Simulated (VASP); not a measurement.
# MnO2 (P4_2/mnm) in VASP: single point with PBEsol+U

Aim: the single point of MnO2 with PBEsol+U.

All numbers are computed with VASP 6.6.1; they aren't measurements. Logs are shortened: lines on timing, memory, paths and dates and some standing lists are left out, and cuts for length are marked.

**1. The cell of the first run**

It takes space group P4_2/mnm (No. 136, tetragonal). The conventional cell has a = 4.426 Å, b = 4.426 Å, c = 2.909 Å, α = 90.00°, β = 90.00°, γ = 90.00°. Within 2.5 Å of Mn (site symmetry mmm) lie 6 O at 1.90 Å. Within 2.5 Å of O (site symmetry m2m) lie 3 Mn at 1.90 Å and 1 O at 2.45 Å.

**2. Single point, PBEsol+U, collinear spin, ferromagnetic start**

Contents of INCAR:

```
  ALGO = Normal
  EDIFF = 1E-6
  ENCUT = 600
  GGA = PS
  GGA_COMPAT = F
  ISIF = 2
  ISMEAR = -1
  ISPIN = 2
  LASPH = T
  LCHARG = F
  LDAU = T
  LDAUJ = 0 0
  LDAUL = 2 -1
  LDAUPRINT = 1
  LDAUTYPE = 2
  LDAUU = 3.6 0
  LMAXMIX = 4
  LORBIT = 11
  LREAL = F
  LWAVE = F
  MAGMOM = 3 3 0 0 0 0
  NBANDS = 38
  NELM = 200
  PREC = Accurate
  SIGMA = 0.1
```

Contents of KPOINTS:

```
k-points
0
Gamma
  5 5 8
```

Contents of POSCAR:

```
MnO2
1.0
    4.4260632400      0.0000000000      0.0000000000
    0.0000000000      4.4260632400      0.0000000000
    0.0000000000      0.0000000000      2.9094800900
Mn O
2 4
Direct
    0.0000000000      0.0000000000      0.0000000000
    0.5000000000      0.5000000000      0.5000000000
    0.3040000000      0.3040000000      0.0000000000
    0.6960000000      0.6960000000      0.0000000000
    0.8040000000      0.1960000000      0.5000000000
    0.1960000000      0.8040000000      0.5000000000
```

Potentials or basis: VASP PAW PBE potentials, release 64 (Mn_pv, O).

The run is started by

```
$ cat potpaw_PBE.64/Mn_pv/POTCAR potpaw_PBE.64/O/POTCAR > POTCAR
$ mpirun -np 1 vasp_std > vasp.out
```

OUTCAR:

```text
EDIFF = 1E-6
   ENCUT = 600
   GGA = PS
   ISIF = 2
   ISMEAR = -1
   ISPIN = 2
   LASPH = T
   LORBIT = 11
   LREAL = F
   NELM = 200
   PREC = Accurate

 ion  position               nearest neighbor table
   1  0.000  0.000  0.000-   3 1.90   4 1.90   5 1.90   6 1.90   5 1.90   6 1.90
   2  0.500  0.500  0.500-   5 1.90   6 1.90   3 1.90   4 1.90   3 1.90   4 1.90
   3  0.304  0.304  0.000-   1 1.90   2 1.90   2 1.90
   4  0.696  0.696  0.000-   1 1.90   2 1.90   2 1.90
   5  0.804  0.196  0.500-   2 1.90   1 1.90   1 1.90
   6  0.196  0.804  0.500-   2 1.90   1 1.90   1 1.90

  LATTYP: Found a simple tetragonal cell.
 ALAT       =     4.4260632400
 C/A-ratio  =     0.6573516762

  Lattice vectors:

 A1 = (   4.4260632400,   0.0000000000,   0.0000000000)
 A2 = (   0.0000000000,   4.4260632400,   0.0000000000)
 A3 = (   0.0000000000,   0.0000000000,   2.9094800900)

Analysis of symmetry for initial positions (statically):
=====================================================================
 Subroutine PRICEL returns:
 Original cell was already a primitive cell.

 Routine SETGRP: Setting up the symmetry group for a
 simple tetragonal supercell.

 Subroutine GETGRP returns: Found 16 space group operations
 (whereof  8 operations were pure point group operations)
 out of a pool of 16 trial point group operations.

The static configuration has the point symmetry D_2h.
 The point group associated with its full space group is D_4h.

Analysis of symmetry for dynamics (positions and initial velocities):
=====================================================================
 Subroutine PRICEL returns:
 Original cell was already a primitive cell.

 Routine SETGRP: Setting up the symmetry group for a
 simple tetragonal supercell.

 Subroutine GETGRP returns: Found 16 space group operations
 (whereof  8 operations were pure point group operations)
 out of a pool of 16 trial point group operations.

The dynamic configuration has the point symmetry D_2h.
 The point group associated with its full space group is D_4h.

Analysis of structural, dynamic, and magnetic symmetry:
=====================================================================
 Subroutine PRICEL returns:
 Original cell was already a primitive cell.

 Routine SETGRP: Setting up the symmetry group for a
 simple tetragonal supercell.

 Subroutine GETGRP returns: Found 16 space group operations
 (whereof  8 operations were pure point group operations)
 out of a pool of 16 trial point group operations.

The overall configuration has the point symmetry D_2h.
 The point group associated with its full space group is D_4h.

 Subroutine INISYM returns: Found 16 space group operations
 (whereof  8 operations are pure point group operations),
 and found     1 'primitive' translations

----------------------------------------------------------------------------------------

                                     Primitive cell

  volume of cell :      56.9968

  direct lattice vectors                    reciprocal lattice vectors
     4.426063240  0.000000000  0.000000000     0.225934413  0.000000000  0.000000000
     0.000000000  4.426063240  0.000000000     0.000000000  0.225934413  0.000000000
     0.000000000  0.000000000  2.909480090     0.000000000  0.000000000  0.343704019

  length of vectors
     4.426063240  4.426063240  2.909480090     0.225934413  0.225934413  0.343704019

  position of ions in fractional coordinates (direct lattice)
     0.000000000  0.000000000  0.000000000
     0.500000000  0.500000000  0.500000000
     0.304000000  0.304000000  0.000000000
     0.696000000  0.696000000  0.000000000
     0.804000000  0.196000000  0.500000000
     0.196000000  0.804000000  0.500000000

  ion indices of the primitive-cell ions
   primitive index   ion index
                 1           1
                 2           2
                 3           3
                 4           4
                 5           5
                 6           6

----------------------------------------------------------------------------------------

[... 98 lines left out ...]
   GGA     = PS    functional components
   LHFCALC =     F    Hartree Fock is set to
   AEXX    =    0.0000 exact exchange contribution
   IVDW    =     0    specifies the selected vdW correction
   LEPSILON=     F    determine dielectric tensor
   LRPA    =     F    only Hartree local field effects (RPA)
 spin polarized calculation
  energy-cutoff  :      600.00
  volume of cell :       57.00
 maximum number of plane-waves:      1931
 NGX is ok and might be reduce to    36
   NGX = 17   NGY = 17   NGZ = 11

atom =   1  type =  1  l = 2

 onsite density matrix

spin component  1

  0.6449  0.0000  0.1834  0.0000  0.0000
  0.0000  0.7424  0.0000  0.2177  0.0000
  0.1834  0.0000  0.8402  0.0000  0.0000
  0.0000  0.2177  0.0000  0.7424  0.0000
  0.0000  0.0000  0.0000  0.0000  0.9680

spin component  2

  0.2312  0.0000 -0.1079  0.0000 -0.0000
  0.0000  0.2158  0.0000 -0.1086  0.0000
 -0.1079  0.0000  0.1371  0.0000  0.0000
  0.0000 -0.1086  0.0000  0.2158  0.0000
 -0.0000  0.0000  0.0000  0.0000  0.1159

 occupancies and eigenvectors

  o =  0.0664  v =  0.0000  0.0000  0.0000  0.0000  0.0000 -0.5478  0.0000 -0.8366  0.0000  0.0000      0.0000  0.0000  0.0000  0.0000  0.0000  0.0000  0.0000  0.0000  0.0000  0.0000
  o =  0.1073  v =  0.0000  0.0000  0.0000  0.0000  0.0000  0.0000  0.7071  0.0000  0.7071 -0.0000      0.0000  0.0000  0.0000  0.0000  0.0000  0.0000  0.0000  0.0000  0.0000  0.0000
  o =  0.1159  v =  0.0000  0.0000  0.0000  0.0000  0.0000 -0.0000 -0.0000 -0.0000  0.0000 -1.0000      0.0000  0.0000  0.0000  0.0000  0.0000  0.0000  0.0000  0.0000  0.0000  0.0000
  o =  0.3019  v =  0.0000  0.0000  0.0000  0.0000  0.0000 -0.8366  0.0000  0.5478  0.0000  0.0000      0.0000  0.0000  0.0000  0.0000  0.0000  0.0000  0.0000  0.0000  0.0000  0.0000
  o =  0.3244  v =  0.0000  0.0000  0.0000  0.0000  0.0000  0.0000 -0.7071  0.0000  0.7071  0.0000      0.0000  0.0000  0.0000  0.0000  0.0000  0.0000  0.0000  0.0000  0.0000  0.0000
  o =  0.5247  v =  0.0000  0.7071  0.0000 -0.7071  0.0000  0.0000  0.0000  0.0000  0.0000  0.0000      0.0000  0.0000  0.0000  0.0000  0.0000  0.0000  0.0000  0.0000  0.0000  0.0000
  o =  0.5347  v = -0.8573  0.0000  0.5148  0.0000  0.0000  0.0000  0.0000  0.0000  0.0000  0.0000      0.0000  0.0000  0.0000  0.0000  0.0000  0.0000  0.0000  0.0000  0.0000  0.0000
  o =  0.9504  v = -0.5148  0.0000 -0.8573  0.0000 -0.0000  0.0000  0.0000  0.0000  0.0000  0.0000      0.0000  0.0000  0.0000  0.0000  0.0000  0.0000  0.0000  0.0000  0.0000  0.0000
  o =  0.9601  v =  0.0000 -0.7071  0.0000 -0.7071 -0.0000  0.0000  0.0000  0.0000  0.0000  0.0000      0.0000  0.0000  0.0000  0.0000  0.0000  0.0000  0.0000  0.0000  0.0000  0.0000
  o =  0.9680  v =  0.0000 -0.0000 -0.0000  0.0000  1.0000  0.0000  0.0000  0.0000  0.0000  0.0000      0.0000  0.0000  0.0000  0.0000  0.0000  0.0000  0.0000  0.0000  0.0000  0.0000

atom =   2  type =  1  l = 2

 onsite density matrix

spin component  1

  0.6449  0.0000 -0.1834  0.0000  0.0000
  0.0000  0.7424  0.0000 -0.2177  0.0000
 -0.1834  0.0000  0.8402  0.0000  0.0000
  0.0000 -0.2177  0.0000  0.7424  0.0000
  0.0000  0.0000  0.0000  0.0000  0.9680

spin component  2

  0.2312  0.0000  0.1079  0.0000 -0.0000
  0.0000  0.2158  0.0000  0.1086  0.0000
  0.1079  0.0000  0.1371  0.0000 -0.0000
  0.0000  0.1086  0.0000  0.2158  0.0000
 -0.0000  0.0000 -0.0000  0.0000  0.1159

 occupancies and eigenvectors

  o =  0.0664  v =  0.0000  0.0000  0.0000  0.0000  0.0000 -0.5478  0.0000  0.8366 -0.0000  0.0000      0.0000  0.0000  0.0000  0.0000  0.0000  0.0000  0.0000  0.0000  0.0000  0.0000
  o =  0.1073  v =  0.0000  0.0000  0.0000  0.0000  0.0000 -0.0000 -0.7071  0.0000  0.7071  0.0000      0.0000  0.0000  0.0000  0.0000  0.0000  0.0000  0.0000  0.0000  0.0000  0.0000
  o =  0.1159  v =  0.0000  0.0000  0.0000  0.0000  0.0000  0.0000  0.0000 -0.0000 -0.0000  1.0000      0.0000  0.0000  0.0000  0.0000  0.0000  0.0000  0.0000  0.0000  0.0000  0.0000
  o =  0.3019  v =  0.0000  0.0000  0.0000  0.0000  0.0000 -0.8366 -0.0000 -0.5478 -0.0000  0.0000      0.0000  0.0000  0.0000  0.0000  0.0000  0.0000  0.0000  0.0000  0.0000  0.0000
  o =  0.3244  v =  0.0000  0.0000  0.0000  0.0000  0.0000  0.0000 -0.7071  0.0000 -0.7071  0.0000      0.0000  0.0000  0.0000  0.0000  0.0000  0.0000  0.0000  0.0000  0.0000  0.0000
  o =  0.5247  v =  0.0000  0.7071  0.0000  0.7071  0.0000  0.0000  0.0000  0.0000  0.0000  0.0000      0.0000  0.0000  0.0000  0.0000  0.0000  0.0000  0.0000  0.0000  0.0000  0.0000
  o =  0.5347  v = -0.8573  0.0000 -0.5148  0.0000  0.0000  0.0000  0.0000  0.0000  0.0000  0.0000      0.0000  0.0000  0.0000  0.0000  0.0000  0.0000  0.0000  0.0000  0.0000  0.0000
  o =  0.9504  v = -0.5148  0.0000  0.8573  0.0000 -0.0000  0.0000  0.0000  0.0000  0.0000  0.0000      0.0000  0.0000  0.0000  0.0000  0.0000  0.0000  0.0000  0.0000  0.0000  0.0000
  o =  0.9601  v =  0.0000  0.7071  0.0000 -0.7071  0.0000  0.0000  0.0000  0.0000  0.0000  0.0000      0.0000  0.0000  0.0000  0.0000  0.0000  0.0000  0.0000  0.0000  0.0000  0.0000
  o =  0.9680  v =  0.0000  0.0000 -0.0000  0.0000 -1.0000  0.0000  0.0000  0.0000  0.0000  0.0000      0.0000  0.0000  0.0000  0.0000  0.0000  0.0000  0.0000  0.0000  0.0000  0.0000

 number of electron      49.9999964 magnetization       6.0452134

 Free energy of the ion-electron system (eV)
  ---------------------------------------------------
  ext. energy  EPLUGINS =         0.00000000
  ---------------------------------------------------
  free energy    TOTEN  =       -45.28079084 eV

  energy without entropy =      -45.24787895  energy(sigma->0) =      -45.26433490

 E-fermi :   4.6597     XC(G=0): -12.1651

 val. band max:        4.6497366872   @ k =   0.0000   0.0000   0.1250
 cond. band min:       4.7250441862   @ k =   0.4000   0.0000   0.5000
 fundamental gap:      0.0753074990
 Fermi energy:         4.6596735063

 spin component 1

 k-point     1 :       0.0000    0.0000    0.0000
  band No.  band energies     occupation
      1     -46.0093      1.00000
      2     -46.0024      1.00000
      3     -45.9677      1.00000
      4     -45.9677      1.00000
      5     -45.9136      1.00000
      6     -45.9136      1.00000
[... 1913 lines left out ...]
     36      18.7829      0.00000
     37      19.9699      0.00000

 [... further k-points ...]

 [bands above 37 left out]

------------------------ aborting loop because EDIFF is reached ----------------------------------------

  FORCE on cell =-STRESS in cart. coord.  units (eV):
  Direction    XX          YY          ZZ          XY          YZ          ZX
  --------------------------------------------------------------------------------------
  -------------------------------------------------------------------------------------
  Total       -1.1465910     -1.1465910     -1.3804925      0.0000000      0.0000000      0.0000000
  in kB      -32.2306083    -32.2306083    -38.8055663      0.0000000      0.0000000      0.0000000
  external PRESSURE =     -34.4222610 kB  Pullay stress =       0.0000000 kB

 VOLUME and BASIS-vectors are now :
 -----------------------------------------------------------------------------
  energy-cutoff  :      600.00
  volume of cell :       57.00
      direct lattice vectors                 reciprocal lattice vectors
     4.426063240  0.000000000  0.000000000     0.225934413  0.000000000  0.000000000
     0.000000000  4.426063240  0.000000000     0.000000000  0.225934413  0.000000000
     0.000000000  0.000000000  2.909480090     0.000000000  0.000000000  0.343704019

 POSITION                                       TOTAL-FORCE (eV/Angst)
 -----------------------------------------------------------------------------------
      0.00000      0.00000      0.00000         0.000000      0.000000      0.000000
      2.21303      2.21303      1.45474         0.000000      0.000000      0.000000
      1.34552      1.34552      0.00000         0.177748      0.177748     -0.000000
      3.08054      3.08054      0.00000        -0.177748     -0.177748      0.000000
      3.55855      0.86751      1.45474         0.177748     -0.177748      0.000000
      0.86751      3.55855      1.45474        -0.177748      0.177748     -0.000000
 -----------------------------------------------------------------------------------
    total drift:                                0.000000      0.000000      0.000000

  FREE ENERGIE OF THE ION-ELECTRON SYSTEM (eV)
  ---------------------------------------------------
  free  energy   TOTEN  =       -45.2807908442 eV

  energy  without entropy=      -45.2478789480  energy(sigma->0) =      -45.26433490

 total charge

# of ion       s       p       d       tot
------------------------------------------
    1        0.353   6.460   4.821  11.634
    2        0.353   6.460   4.821  11.634
    3        1.559   3.447   0.000   5.006
    4        1.559   3.447   0.000   5.006
    5        1.559   3.447   0.000   5.006
    6        1.559   3.447   0.000   5.006
--------------------------------------------------
tot          6.942  26.709   9.642  43.293

 magnetization (x)

# of ion       s       p       d       tot
------------------------------------------
    1        0.019   0.030   3.020   3.069
    2        0.019   0.030   3.020   3.069
    3       -0.002  -0.053   0.000  -0.055
    4       -0.002  -0.053   0.000  -0.055
    5       -0.002  -0.053   0.000  -0.055
    6       -0.002  -0.053   0.000  -0.055
--------------------------------------------------
tot          0.031  -0.152   6.041   5.919
```

Wall time 4.4 min (1 thread of Oxide Virtual Turin-like, shared host); peak memory 0.23 GiB.

What came out:

| Property | Result |
| --- | --- |
| Free energy | -45.2808 eV |
| Pressure | -3.4 GPa |
| Largest force | 0.251 eV/Å |
| Net moment | 6.05 μB per cell |
| Site moments | Mn +3.07; O -0.06 μB |
| Valence electrons inside the program's atomic spheres | Mn 11.63; O 5.01 |

Forces on the atoms (eV/Å):
```
Mn   0.000  0.000  0.000
Mn   0.000  0.000  0.000
O    0.178  0.178  0.000
O   -0.178 -0.178  0.000
O    0.178 -0.178  0.000
O   -0.178  0.178  0.000
```

Eigenvalues of the final occupation matrices:
```tsv
site	spin	trace	eigenvalues
site 1 d	1	3.94	0.52 0.53 0.95 0.96 0.97
site 1 d	2	0.92	0.07 0.11 0.12 0.30 0.32
site 2 d	1	3.94	0.52 0.53 0.95 0.96 0.97
site 2 d	2	0.92	0.07 0.11 0.12 0.30 0.32
```

Caveat: the cell stands under tension; the PAW data sets were made with another functional, which shifts forces and pressure a little; the run started ferromagnetic, and an antiferromagnetic order may lie lower in energy. The state reached can hang on the start; a lower one may exist.
